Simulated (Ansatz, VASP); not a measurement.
**GaN: VASP beside Ansatz**

```
Ga N
1.0
     0.00000   -2.24909   -2.30914
     0.00000    2.24909   -2.30914
     4.61828    0.00000    0.00000
Ga N
2 2
Direct
  0.49766 0.49766 0.50000
  0.00234 0.00234 0.00000
  0.01934 0.48066 0.25000
  0.48066 0.01934 0.75000
```

Change from the starting cell: mode 11 frozen in at -0.087 Å, equal normal strain along x and y +0.0267.

Alike in both runs: task single point; functional PBEsol; k mesh 8 × 8 × 6; occupations gaussian, width 0.05 eV; no spin polarisation.

|  | VASP | Ansatz |
| --- | --- | --- |
| version | VASP 6.6.1 | Ansatz 0.2.0 |
| potentials or method | VASP PAW PBE potentials, release 64 (Ga_d, N), cutoff 520 eV | scalar-relativistic, plane waves, PAW |
| valence electrons in the cell | 36 | 36 |

```csv
,VASP,Ansatz,Ansatz less VASP
gap on the k mesh at the Fermi level (eV),1.31,1.29,-0.012
least direct gap on the mesh (eV),1.31,1.29,-0.012
pressure (GPa),-8.0,-7.9,+0.14
"traceless stress, the component that is largest in VASP (GPa)",1.37,1.34,-0.023
rms of the force components (eV/Å),0.623,0.629,+0.0059
```

VASP's potentials were made for PBE, not for PBEsol, and Ansatz warns of the same on its side. Atom by atom the forces differ by 0.007 eV/Å (rms over components).
